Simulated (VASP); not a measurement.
Pb: single point with LDA

The system is Pb.

```
CELL_PARAMETERS angstrom
0.00000 2.43755 2.43755
2.43755 0.00000 2.43755
2.43755 2.43755 0.00000
ATOMIC_POSITIONS crystal
Pb 0.00000 0.00000 0.00000
```

* Program: VASP 6.6.1
* Task: single point
* Functional: LDA
* Potentials or basis: VASP PAW LDA potentials, release 64 (Pb_d)
* Cutoff: 520 eV
* k mesh: 11 × 11 × 11
* Occupations: methfessel-paxton, width 0.6 eV
* Spin: no spin polarisation
* Dipole correction: no
* Further INCAR settings: ALGO = Normal; EDIFF = 1e-06; NBANDS = 13

```json
{"Pressure": "0.1 GPa", "Band gap on the k mesh": "zero (band 7 reaches 15.25 eV, above the bottom of band 8 at 6.00 eV)"}
```

Levels at points of the mesh, in eV from the Fermi level:
```csv
k point,band 4,band 5,band 6,band 7,band 8,band 9,band 10,band 11
"(0.00, 0.00, 0.00)",-16.93,-16.93,-12.13,7.67,7.67,7.67,9.80,12.01
```

It took 9.1 s on 1 thread of Intel Xeon 6975P-C, with other jobs on the host, peak memory 0.15 GiB.

Caveat: spin-orbit coupling is left out, which moves the levels of the heavy elements.
